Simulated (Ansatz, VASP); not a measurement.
TiC in VASP and in Ansatz

```
Ti C
1.0
     0.02164    2.17482    2.17482
     2.17482    0.02164    2.17482
     2.17482    2.17482    0.02164
Ti C
1 1
Direct
  0.00000 0.00000 0.00000
  0.50000 0.50000 0.50000
```

Change from the starting cell: equal xy, yz and zx shear strains of +1 %.

Alike in both runs: task single point; functional PBEsol; k mesh 16 × 16 × 16; occupations fermi-dirac, width 0.03 eV; no spin polarisation.

|  | VASP | Ansatz |
| --- | --- | --- |
| version | VASP 6.6.1 | Ansatz 0.2.0 |
| potentials or method | VASP PAW PBE potentials, release 64 (Ti_sv, C), cutoff 520 eV | all-electron LAPW, scalar-relativistic |

```tsv
	VASP	Ansatz	Ansatz less VASP
pressure (GPa)	-5.9	-6.2	-0.28
traceless stress, the component that is largest in VASP (GPa)	-1.61	-1.62	-0.007
```

VASP's potentials were made for PBE, not for PBEsol. Ansatz ran all-electron here, and VASP with PAW potentials.
